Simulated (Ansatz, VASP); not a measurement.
# One calculation of Mo3P4, two programs

File INCAR:

```
SYSTEM = Mo3P4
ALGO     = Normal         ! electronic algorithm
EDIFF    = 1E-7           ! SCF threshold, eV
ENCUT    = 520            ! plane-wave cutoff, eV
GGA      = PE             ! functional
ISIF     = 2              ! what is computed and relaxed
ISMEAR   = 0              ! smearing method
LASPH    = .True.         ! aspherical terms in the spheres
LCHARG   = .True.         ! write CHGCAR
LELF     = .True.         ! ELF
LREAL    = .False.        ! projectors in reciprocal space
LVHAR    = .True.       
LWAVE    = .False.        ! write WAVECAR
NBANDS   = 40             ! bands
NELM     = 60             ! most SCF steps
PREC     = Accurate       ! precision mode
SIGMA    = 0.1            ! smearing width, eV
```

File KPOINTS:

```
k-points
0
Gamma
  4 4 4
  0 0 0
```

The input POSCAR:

```
Mo3P4
1.0
    5.2183975200      0.0000000000      0.0000000000
    0.0000000000      5.2183975200      0.0000000000
    0.0000000000      0.0000000000      5.2183975200
Mo P
3 4
Direct
    0.0000000000      0.5000000000      0.5000000000
    0.5000000000      0.0000000000      0.5000000000
    0.5000000000      0.5000000000      0.0000000000
    0.5000000000      0.0000000000      0.0000000000
    0.0000000000      0.5000000000      0.0000000000
    0.0000000000      0.0000000000      0.5000000000
    0.0000000000      0.0000000000      0.0000000000
```

Input for Ansatz:

```yaml
crystal:
  lattice:
    - [5.21839752, 0.0, 0.0]
    - [0.0, 5.21839752, 0.0]
    - [0.0, 0.0, 5.21839752]
  atoms:
    - { symbol: Mo, position: [0.0, 0.5, 0.5] }
    - { symbol: Mo, position: [0.5, 0.0, 0.5] }
    - { symbol: Mo, position: [0.5, 0.5, 0.0] }
    - { symbol: P, position: [0.5, 0.0, 0.0] }
    - { symbol: P, position: [0.0, 0.5, 0.0] }
    - { symbol: P, position: [0.0, 0.0, 0.5] }
    - { symbol: P, position: [0.0, 0.0, 0.0] }
basis:
  ecutwfc: 420
kpoints:
  mp_grid: { grid: [4, 4, 4] }
hamiltonian:
  xc: pbe
scf:
  occupations: { method: gaussian, width: 0.1 }
  lower_state_search: "off"
output:
  forces: true
  stress: true
  eigenvalues: true
```

Alike in both runs: task single point; functional PBE; k mesh 4 × 4 × 4; occupations gaussian, width 0.1 eV; no spin polarisation.

|  | VASP | Ansatz |
| --- | --- | --- |
| version | VASP 6.6.1 | Ansatz 0.2.0 |
| potentials or method | VASP PAW PBE potentials, release 64 (Mo_sv, P), cutoff 520 eV | scalar-relativistic, plane waves, PAW |
| valence electrons in the cell | 62 | 62 |

|  | VASP | Ansatz | Ansatz less VASP |
| --- | --- | --- | --- |
| gap on the k mesh at the Fermi level (eV) | none | none | - |
| pressure (GPa) | -22.3 | -22.3 | 0.00 |

A gap of «none» marks a metal or a gap that the smearing closes. With one functional, cell and mesh, what is left measures potentials, basis and numerics.
